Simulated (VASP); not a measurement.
Write the native input for VASP 6.6.1 that does the following.

```yaml
Task: single point
Functional: PBE
Potentials_or_basis: VASP PAW PBE potentials, release 64 (Mg, O)
Cutoff: 600 eV
k_mesh: 9 × 9 × 9
Occupations: fermi-dirac, width 0.0005 eV
Spin: no spin polarisation
Dipole_correction: no
Further_INCAR_settings: ALGO = Normal; EDIFF = 1e-06; NBANDS = 11
```

The structure of MgO lies in POSCAR:

```
MgO
1.0
    0.0000000000      2.1410000000      2.1410000000
    2.1410000000      0.0000000000      2.1410000000
    2.1410000000      2.1410000000      0.0000000000
Mg O
1 1
Direct
    0.0000000000      0.0000000000      0.0000000000
    0.5000000000      0.5000000000      0.5000000000
```

One way to write it, as run:

INCAR

```
SYSTEM = MgO
PREC     = Accurate       ! precision mode
ENCUT    = 600            ! plane-wave cutoff, eV
EDIFF    = 1E-6           ! SCF threshold, eV
ISMEAR   = -1             ! smearing method
SIGMA    = 5E-4           ! smearing width, eV
LREAL    = .FALSE.        ! projectors in reciprocal space
LASPH    = .TRUE.         ! aspherical terms in the spheres
NELM     = 120            ! most SCF steps
ALGO     = Normal         ! electronic algorithm
ISIF     = 2              ! what is computed and relaxed
LWAVE    = .FALSE.        ! write WAVECAR
LCHARG   = .FALSE.        ! write CHGCAR
GGA      = PE             ! functional
NBANDS   = 11             ! bands
GGA_COMPAT= .FALSE.
```

KPOINTS

```
regular mesh
0
G
  9 9 9
  0 0 0
```

Potentials or basis: VASP PAW PBE potentials, release 64 (Mg, O).

The run is started by

```console
$ cat potpaw_PBE.64/Mg/POTCAR potpaw_PBE.64/O/POTCAR > POTCAR
$ mpirun -np 1 vasp_std > vasp.out
```

Results of the run:

The pressure is -3.9 GPa and the band gap on the k mesh is 4.26 eV, direct.

Run time: 11 s on 1 thread of Intel Xeon 8259CL, with other jobs on the host, peak memory 0.14 GiB.
